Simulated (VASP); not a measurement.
Wanted: the native input for a VASP 6.6.1 run.

```
Task                   : electric field gradients
Functional             : PBE
Potentials or basis    : VASP PAW PBE potentials, release 64 (Re)
Cutoff                 : 520 eV
k mesh                 : 12 × 12 × 12
Occupations            : methfessel-paxton, width 0.15 eV
Spin                   : non-collinear spin, zero start, spin-orbit coupling
Starting moments       : [[0.0, 0.0, 0.0]] μB
Dipole correction      : no
Further INCAR settings : ALGO = Normal; EDIFF = 1e-08; NBANDS = 18
```

The structure of Re lies in POSCAR:

```
Re
1.0
    0.0000000000      1.9750000000      1.9750000000
    1.9750000000      0.0000000000      1.9750000000
    1.9750000000      1.9750000000      0.0000000000
Re
1
Direct
    0.0000000000      0.0000000000      0.0000000000
```

This isn't the form of Re at room conditions, which is hcp.

One way to write it, as run:

INCAR

```
PREC = Accurate
ENCUT = 520
EDIFF = 1E-8
ISMEAR = 1
SIGMA = 0.15
LREAL = False
LASPH = True
NELM = 200
ALGO = Normal
ISIF = 2
LWAVE = False
LCHARG = False
MAGMOM = 0 0 0
LORBIT = 11
LSORBIT = True
GGA_COMPAT = False
LORBMOM = True
LMAXMIX = 4
GGA = PE
LEFG = True
NBANDS = 18
```

KPOINTS

```
Automatic mesh
0
Gamma
  12 12 12
```

Potentials or basis: VASP PAW PBE potentials, release 64 (Re).

Command:

```sh
$ cat potpaw_PBE.64/Re/POTCAR > POTCAR
$ mpirun -np 1 vasp_ncl > vasp.out
```

It gave:

| Item | Value |
| --- | --- |
| Pressure | -9.1 GPa |
| Net moment | 0.00 μB per cell |
| Largest electric field gradient by atom | zero within the noise of the run |
| Valence electrons inside the program's atomic spheres | Re 5.97 |

Caveat: the cell stands under tension.

Wall time 34 s on 1 thread of Intel(R) Xeon(R) Platinum 8488C (Sapphire Rapids), on a shared host, peak memory 0.21 GiB.
